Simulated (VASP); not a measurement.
# VSi2 (P4/nmm) in VASP: further runs

The runs below take VSi2 through relaxation of cell and atoms, single point, with PBE.

Everything below comes from runs of VASP 6.6.1. Logs are shortened: lines on timing, memory, paths and dates and some standing lists are left out, and cuts for length are marked.

### 1 The cell of the first run

Symmetry: P4/nmm, No. 129, tetragonal system. The conventional cell has a = 3.618 Å, b = 3.618 Å, c = 5.520 Å, α = 90.00°, β = 90.00°, γ = 90.00°. V (site symmetry 4mm) has 9 Si at 2.37 to 2.56 Å within 3.1 Å. Within 3.1 Å of Si (site symmetry -4m2) lie 8 Si at 2.34 to 2.56 Å and 4 V at 2.45 Å. Within 3.1 Å of Si (site symmetry 4mm) lie 4 Si at 2.34 Å and 5 V at 2.37 to 2.56 Å.

### 2 Relaxation of cell and atoms, PBE

The input, INCAR:

```
PREC = Accurate ; ENCUT = 600
EDIFF = 1E-6 ; ISMEAR = 0
SIGMA = 0.1 ; LREAL = False
LASPH = True ; NELM = 60
ALGO = Normal ; ISIF = 3
LWAVE = False ; LCHARG = False
GGA = PE ; IBRION = 2
NSW = 90 ; EDIFFG = -0.04
```

The input, KPOINTS:

```
Automatic mesh
0
Gamma
  6 6 4
```

The input, POSCAR:

```
VSi2
1.0
    3.6175047855      0.0000000000      0.0000000000
    0.0000000000      3.6175047855      0.0000000000
    0.0000000000      0.0000000000      5.5195946013
V Si
2 4
Direct
    0.0000000000      0.5000000000      0.7000000000
    0.5000000000      0.0000000000      0.3000000000
    0.0000000000      0.0000000000      0.0000000000
    0.5000000000      0.5000000000      0.0000000000
    0.0000000000      0.5000000000      0.2700000000
    0.5000000000      0.0000000000      0.7300000000
```

Potentials or basis: VASP PAW PBE potentials, release 64 (V_sv, Si).

Command:

```bash
$ cat potpaw_PBE.64/V_sv/POTCAR potpaw_PBE.64/Si/POTCAR > POTCAR
$ mpirun -np 1 vasp_std > vasp.out
```

OUTCAR:

```text
PREC = Accurate
   ENCUT = 600
   EDIFF = 1E-6
   ISMEAR = 0
   LREAL = False
   LASPH = True
   NELM = 60
   ISIF = 3
   GGA = PE
   IBRION = 2
   NSW = 90
   EDIFFG = -0.04

 ion  position               nearest neighbor table
   1  0.000  0.500  0.700-   5 2.37   4 2.45   3 2.45   3 2.45   4 2.45   6 2.56   6 2.56   6 2.56
                             6 2.56
   2  0.500  0.000  0.300-   6 2.37   4 2.45   3 2.45   4 2.45   3 2.45   5 2.56   5 2.56   5 2.56
                             5 2.56
   3  0.000  0.000  0.000-   5 2.34   6 2.34   5 2.34   6 2.34   1 2.45   1 2.45   2 2.45   2 2.45
                             4 2.56   4 2.56   4 2.56   4 2.56
   4  0.500  0.500  0.000-   5 2.34   6 2.34   6 2.34   5 2.34   2 2.45   1 2.45   1 2.45   2 2.45
                             3 2.56   3 2.56   3 2.56   3 2.56
   5  0.000  0.500  0.270-   3 2.34   4 2.34   3 2.34   4 2.34   1 2.37   2 2.56   2 2.56   2 2.56
                             2 2.56
   6  0.500  0.000  0.730-   3 2.34   4 2.34   4 2.34   3 2.34   2 2.37   1 2.56   1 2.56   1 2.56
                             1 2.56

  LATTYP: Found a simple tetragonal cell.
 ALAT       =     3.6175047855
 C/A-ratio  =     1.5258016032

  Lattice vectors:

 A1 = (   3.6175047855,   0.0000000000,   0.0000000000)
 A2 = (   0.0000000000,   3.6175047855,   0.0000000000)
 A3 = (   0.0000000000,   0.0000000000,   5.5195946013)

Analysis of symmetry for initial positions (statically):
=====================================================================
 Subroutine PRICEL returns:
 Original cell was already a primitive cell.

 Routine SETGRP: Setting up the symmetry group for a
 simple tetragonal supercell.

 Subroutine GETGRP returns: Found 16 space group operations
 (whereof  8 operations were pure point group operations)
 out of a pool of 16 trial point group operations.

The static configuration has the point symmetry D_2d.
 The point group associated with its full space group is D_4h.

Analysis of symmetry for dynamics (positions and initial velocities):
=====================================================================
 Subroutine PRICEL returns:
 Original cell was already a primitive cell.

 Routine SETGRP: Setting up the symmetry group for a
 simple tetragonal supercell.

 Subroutine GETGRP returns: Found 16 space group operations
 (whereof  8 operations were pure point group operations)
 out of a pool of 16 trial point group operations.

The dynamic configuration has the point symmetry D_2d.
 The point group associated with its full space group is D_4h.

 Subroutine INISYM returns: Found 16 space group operations
 (whereof  8 operations are pure point group operations),
 and found     1 'primitive' translations

----------------------------------------------------------------------------------------

                                     Primitive cell

  volume of cell :      72.2313

  direct lattice vectors                    reciprocal lattice vectors
     3.617504785  0.000000000  0.000000000     0.276433636  0.000000000  0.000000000
     0.000000000  3.617504785  0.000000000     0.000000000  0.276433636  0.000000000
     0.000000000  0.000000000  5.519594601     0.000000000  0.000000000  0.181172726

  length of vectors
     3.617504785  3.617504785  5.519594601     0.276433636  0.276433636  0.181172726

  position of ions in fractional coordinates (direct lattice)
     0.000000000  0.500000000  0.700000000
     0.500000000  0.000000000  0.300000000
     0.000000000  0.000000000  0.000000000
     0.500000000  0.500000000  0.000000000
     0.000000000  0.500000000  0.270000000
     0.500000000  0.000000000  0.730000000

  ion indices of the primitive-cell ions
   primitive index   ion index
                 1           1
                 2           2
                 3           3
                 4           4
                 5           5
                 6           6

----------------------------------------------------------------------------------------

 KPOINTS: Automatic mesh

Automatic generation of k-mesh.
 Grid dimensions read from file:
 generate k-points for:    6    6    4

 Generating k-lattice:

  Cartesian coordinates                     Fractional coordinates (reciprocal lattice)
     0.046072273  0.000000000  0.000000000     0.166666667  0.000000000  0.000000000
     0.000000000  0.046072273  0.000000000     0.000000000  0.166666667  0.000000000
     0.000000000  0.000000000  0.045293181     0.000000000  0.000000000  0.250000000

  Length of vectors
     0.046072273  0.046072273  0.045293181

  Shift w.r.t. Gamma in fractional coordinates (k-lattice)
     0.000000000  0.000000000  0.000000000

 Subroutine IBZKPT returns following result:
 ===========================================

 Found     30 irreducible k-points:

 Following reciprocal coordinates:
            Coordinates               Weight
  0.000000  0.000000  0.000000      1.000000
  0.166667  0.000000  0.000000      4.000000
  0.333333  0.000000  0.000000      4.000000
  0.500000  0.000000  0.000000      2.000000
  0.166667  0.166667  0.000000      4.000000
  0.333333  0.166667  0.000000      8.000000
[... 16 lines left out ...]
  0.333333  0.000000  0.500000      4.000000
  0.500000  0.000000  0.500000      2.000000
 [... further k-points ...]
   k-points           NKPTS =     30   k-points in BZ     NKDIM =     30   number of bands    NBANDS=     25
   number of dos      NEDOS =    301   number of ions     NIONS =      6
   total plane-waves  NPLWV =  43200
   dimension x,y,z NGX =    30 NGY =   30 NGZ =   48
   dimension x,y,z NGXF=    60 NGYF=   60 NGZF=   96
   ions per type =               2   4
   NGX,Y,Z   is equivalent  to a cutoff of  13.79, 13.79, 14.46 a.u.
   NGXF,Y,Z  is equivalent  to a cutoff of  27.57, 27.57, 28.91 a.u.
 SYSTEM =  unknown system
   PREC   = accura    normal or accurate (medium, high low for compatibility)
   ISTART =      0    job   : 0-new  1-cont  2-samecut
   ICHARG =      2    charge: 1-file 2-atom 10-const
   ISPIN  =      1    spin polarized calculation?
   LNONCOLLINEAR =      F non collinear calculations
   LSORBIT =      F    spin-orbit coupling
   LASPH  =      T    aspherical Exc in radial PAW
   ENCUT  =  600.0 eV  44.10 Ry    6.64 a.u.   7.23  7.23 11.02*2*pi/ulx,y,z
   NELM   =     60;   NELMIN=  2; NELMDL= -5     # of ELM steps
   EDIFF  = 0.1E-05   stopping-criterion for ELM
   LREAL  =      F    real-space projection
   EDIFFG = -.4E-01   stopping-criterion for IOM
   NSW    =     90    number of steps for IOM
   IBRION =      2    ionic relax: 0-MD 1-quasi-New 2-CG
   NFREE  =      1    steps in history (QN), initial steepest desc. (CG)
   ISIF   =      3    stress and relaxation
   ISYM   =      2    0-nonsym 1-usesym 2-fastsym
   POTIM  = 0.5000    time-step for ionic-motion
   TEBEG  =    0.0;   TEEND  =   0.0 temperature during run
   PSTRESS=    0.0 pullay stress
   NELECT =      42.0000    total number of electrons
   NUPDOWN=      -1.0000    fix difference up-down
   EMIN   =  10.00;   EMAX   =-10.00  energy-range for DOS
   EFERMI =   0.00;   METHOD = LEGACY
   ISMEAR =     0;   SIGMA  =   0.10  broadening in eV -4-tet -1-fermi 0-gaus
   EFERMI_NEDOS =   21; number of points for ismear=-14 and -15
   IALGO  =     38    algorithm
   IMIX   =      4    mixing-type and parameters
     AMIX     =   0.40;   BMIX     =  1.00
     AMIX_MAG =   1.60;   BMIX_MAG =  1.00
  volume/ion in A,a.u.               =      12.04        81.24
  Fermi-wavevector in a.u.,A,eV,Ry     =   1.366416  2.582151 25.403321  1.867091
  Thomas-Fermi vector in A             =   2.492558
   LORBIT       =      0    0 simple, 1 ext, 2 COOP (PROOUT), +10 PAW based schemes
   GGA     = PE    functional components
   LHFCALC =     F    Hartree Fock is set to
   AEXX    =    0.0000 exact exchange contribution
   IVDW    =     0    specifies the selected vdW correction
   LEPSILON=     F    determine dielectric tensor
   LRPA    =     F    only Hartree local field effects (RPA)
 conjugate gradient relaxation of ions
 non-spin polarized calculation
 Gauss-broadening in eV      SIGMA  =   0.10
  energy-cutoff  :      600.00
  volume of cell :       72.23
 maximum number of plane-waves:      2440
 NGX is ok and might be reduce to    30
   NGX = 15   NGY = 15   NGZ = 23

--------------------------------------- Ionic step        1  -------------------------------------------

 number of electron      42.0000002 magnetization

 Free energy of the ion-electron system (eV)
  ---------------------------------------------------
  ext. energy  EPLUGINS =         0.00000000
  ---------------------------------------------------
  free energy    TOTEN  =       -37.78168766 eV

  energy without entropy =      -37.76747389  energy(sigma->0) =      -37.77458078

------------------------ aborting loop because EDIFF is reached ----------------------------------------

  FORCE on cell =-STRESS in cart. coord.  units (eV):
  Direction    XX          YY          ZZ          XY          YZ          ZX
  --------------------------------------------------------------------------------------
  -------------------------------------------------------------------------------------
  Total        8.4965669      8.4965669     19.0681036      0.0000000      0.0000000      0.0000000
  in kB      188.4641085    188.4641085    422.9535500      0.0000000      0.0000000      0.0000000
  external PRESSURE =     266.6272557 kB  Pullay stress =       0.0000000 kB
[... 101 lines left out ...]
  FREE ENERGIE OF THE ION-ELECTRON SYSTEM (eV)
  ---------------------------------------------------
  free  energy   TOTEN  =       -38.9941230010 eV

  energy  without entropy=      -38.9751247873  energy(sigma->0) =      -38.98462389

 E-fermi :  10.8942     XC(G=0): -11.8706

 val. band max:       10.8509128052   @ k =   0.5000   0.3333   0.2500
 cond. band min:      10.9287321783   @ k =   0.5000   0.3333   0.5000
 fundamental gap:      0.0778193731
 Fermi energy:        10.8941656746

 k-point     1 :       0.0000    0.0000    0.0000
  band No.  band energies     occupation
      1     -53.4183      2.00000
      2     -53.4148      2.00000
      3     -27.3527      2.00000
      4     -27.3527      2.00000
      5     -27.3411      2.00000
      6     -27.3411      2.00000
[... 661 lines left out ...]
     24      11.5367      0.00000
     25      12.1569      0.00000

 [... further k-points ...]

[... ionic steps 4 to 23 ...]

--------------------------------------- Ionic step       24  -------------------------------------------

 number of electron      41.9999990 magnetization

------------------------ aborting loop because EDIFF is reached ----------------------------------------
[... 75 lines left out ...]
--------------------------------------- Ionic step       26  -------------------------------------------

 number of electron      41.9999990 magnetization

 Free energy of the ion-electron system (eV)
  ---------------------------------------------------
  ext. energy  EPLUGINS =         0.00000000
  ---------------------------------------------------
  free energy    TOTEN  =       -41.40731481 eV

  energy without entropy =      -41.39258252  energy(sigma->0) =      -41.39994867

 E-fermi :   9.4792     XC(G=0): -11.7480

 val. band max:        9.4311223831   @ k =   0.3333   0.1667   0.0000
 cond. band min:       9.5129833372   @ k =   0.0000   0.0000   0.5000
 fundamental gap:      0.0818609541
 Fermi energy:         9.4791613189

 k-point     1 :       0.0000    0.0000    0.0000
  band No.  band energies     occupation
      1     -54.2239      2.00000
      2     -54.2237      2.00000
      3     -28.0968      2.00000
      4     -28.0968      2.00000
      5     -28.0961      2.00000
      6     -28.0961      2.00000
[... 696 lines left out ...]
  FREE ENERGIE OF THE ION-ELECTRON SYSTEM (eV)
  ---------------------------------------------------
  free  energy   TOTEN  =       -41.4073148092 eV

  energy  without entropy=      -41.3925825226  energy(sigma->0) =      -41.39994867

 reached required accuracy - stopping structural energy minimisation
```

Wall time 19 min (1 thread of Intel Xeon Platinum 8488C (Sapphire Rapids), shared host); peak memory 0.24 GiB.

Results:

```yaml
Free_energy: -41.4073 eV
Relaxed_volume: 13.88 Å³/atom
Relaxed_cell: a = 3.315 Å, b = 3.315 Å, c = 7.579 Å, α = 90.00°, β = 90.00°, γ = 90.00°
Space_group_after_relaxing_to_0.05_Å: P4/nmm (No. 129)
Energy_gained_by_relaxing: 604.3 meV/atom
Ionic_steps: 26
Pressure_after_relaxing: 0.1 GPa
Largest_force_after_relaxing: 0.034 eV/Å
Band_gap_on_the_k_mesh: zero (band 21 reaches 10.69 eV, above the bottom of band 22 at 8.79 eV)
```

Forces in eV/Å, atoms in the order of the input:
```
V    0.000  0.000  0.007
V    0.000  0.000 -0.007
Si   0.000  0.000  0.000
Si   0.000  0.000  0.000
Si   0.000  0.000  0.034
Si   0.000  0.000 -0.034
```

The path:
```tsv
step	energy change (eV)	largest force (eV/Å)	pressure (GPa)	volume (Å³)
1	0.0000	2.1129	26.66	72.23
2	-0.6243	0.8546	-16.05	95.08
3	-1.2124	1.1833	-4.36	84.36
4	-1.2131	1.1940	-4.00	84.11
5	-1.5344	0.9817	-2.45	82.26
6	-1.7155	0.8240	1.23	79.98
7	-1.7182	0.9276	2.29	79.50
8	-1.8638	0.9466	-0.05	81.11
9	-2.2135	1.4944	-4.88	85.23
10	-2.7361	0.2362	-13.21	93.60
11	-2.7601	0.2721	-11.89	91.86
12	-2.7920	0.2401	-11.90	91.91
13	-2.8760	0.2479	-11.80	92.04
14	-3.0018	0.8038	-11.60	92.26
15	-2.7674	2.6760	-9.64	92.56
16	-3.0129	1.1204	-11.44	92.32
17	-3.1106	1.1193	-10.42	91.31
18	-3.3534	1.1066	-6.96	88.32
19	-3.5637	1.0677	2.20	82.49
20	-3.5914	0.7878	1.59	82.67
21	-3.6214	0.1539	0.30	83.12
22	-3.6215	0.1413	0.22	83.15
23	-3.6235	0.1153	0.09	83.22
24	-3.6254	0.0547	-0.18	83.39
25	-3.6256	0.0413	-0.01	83.31
26	-3.6256	0.0341	0.05	83.27
```

Final structure:
```
V Si
1.0
     3.31464    0.00000    0.00000
     0.00000    3.31464    0.00000
     0.00000    0.00000    7.57937
V Si
2 4
Cartesian
  0.0000 1.6573 5.6804
  1.6573 0.0000 1.8990
  0.0000 0.0000 0.0000
  1.6573 1.6573 0.0000
  0.0000 1.6573 3.1118
  1.6573 3.3146 4.4676
```

Caveat: the volume moved by over 15 % at a fixed basis, so the end points are rough.

### 3 Single point, PBE, collinear spin, ferromagnetic start

The input, INCAR:

```
SYSTEM = VSi2
ALGO = Normal
EDIFF = 1E-7
ENCUT = 520
GGA = PE
ISIF = 2
ISMEAR = 0
ISPIN = 2
LASPH = .TRUE.
LCHARG = .TRUE.
LELF = .TRUE.
LMAXMIX = 4
LORBIT = 11
LREAL = .FALSE.
LVHAR = .TRUE.
LWAVE = .FALSE.
MAGMOM = 2 2 0 0 0 0
NBANDS = 34
NELM = 150
PREC = Accurate
SIGMA = 0.1
```

The input, KPOINTS:

```
k-points
0
G
  6 6 4
  0 0 0
```

POSCAR is that of step 2.

Potentials or basis: VASP PAW PBE potentials, release 64 (V_sv, Si).

Command:

```bash
$ cat potpaw_PBE.64/V_sv/POTCAR potpaw_PBE.64/Si/POTCAR > POTCAR
$ mpirun -np 1 vasp_std > vasp.out
```

It took 2.7 min on 1 thread of Intel Xeon Platinum 8488C (Sapphire Rapids), shared host; peak memory 0.26 GiB.

Results (log left out):

```yaml
Free_energy: -37.7814 eV
Pressure: 26.7 GPa
Largest_force: 2.112 eV/Å
Band_gap_on_the_k_mesh: zero (filled and empty bands overlap)
Net_moment: 0.00 μB per cell
Valence_electrons_inside_the_program's_atomic_spheres: V 11.83; Si 1.73, 1.74
```

Forces in eV/Å, atoms in the order of the input:
```
V    0.000  0.000 -1.770
V    0.000  0.000  1.770
Si   0.000  0.000  0.000
Si   0.000  0.000  0.000
Si   0.000  0.000  2.112
Si   0.000  0.000 -2.112
```

Stress tensor (GPa, compression positive):
```
18.85  0.00  0.00
 0.00 18.85  0.00
 0.00  0.00 42.31
```

Levels at points of the mesh, in eV from the Fermi level:
Spin up:
| k point | band 16 | band 17 | band 18 | band 19 | band 20 | band 21 | band 22 | band 23 | band 24 | band 25 |
| --- | --- | --- | --- | --- | --- | --- | --- | --- | --- | --- |
| (0.00, 0.00, 0.00) | -2.21 | -1.42 | -1.42 | -1.20 | -0.92 | -0.91 | -0.83 | -0.83 | 0.02 | 1.23 |
| (0.50, 0.00, 0.00) | -4.31 | -1.96 | -1.96 | -1.67 | -1.67 | 0.34 | 0.34 | 0.66 | 0.66 | 2.56 |
| (0.50, 0.50, 0.00) | -4.52 | -3.15 | -3.15 | -0.92 | -0.92 | 0.44 | 0.44 | 0.70 | 0.70 | 1.45 |
| (0.00, 0.00, 0.50) | -3.68 | -1.38 | -1.38 | -1.01 | -0.76 | -0.76 | -0.51 | -0.46 | 1.15 | 2.01 |
| (0.50, 0.00, 0.50) | -4.01 | -1.77 | -1.77 | -0.81 | -0.81 | -0.09 | -0.09 | 0.44 | 0.44 | 1.52 |
| (0.50, 0.50, 0.50) | -5.76 | -2.17 | -2.17 | 0.09 | 0.09 | 0.70 | 0.70 | 1.52 | 1.52 | 1.86 |
Spin down:
```csv
k point,band 18,band 19,band 20,band 21,band 22,band 23
"(0.00, 0.00, 0.00)",-1.42,-1.20,-0.92,-0.91,-0.83,-0.83
"(0.50, 0.00, 0.00)",-1.96,-1.67,-1.67,0.34,0.34,0.66
"(0.50, 0.50, 0.00)",-3.15,-0.92,-0.92,0.44,0.44,0.70
"(0.00, 0.00, 0.50)",-1.38,-1.01,-0.76,-0.76,-0.51,-0.46
"(0.50, 0.00, 0.50)",-1.77,-0.81,-0.81,-0.09,-0.09,0.44
"(0.50, 0.50, 0.50)",-2.17,0.09,0.09,0.70,0.70,1.52
```

Caveat: forces of over 1 eV/Å act on the atoms, so gaps and moduli don't describe the material at rest.

(Part 1 of 2 ends here.)
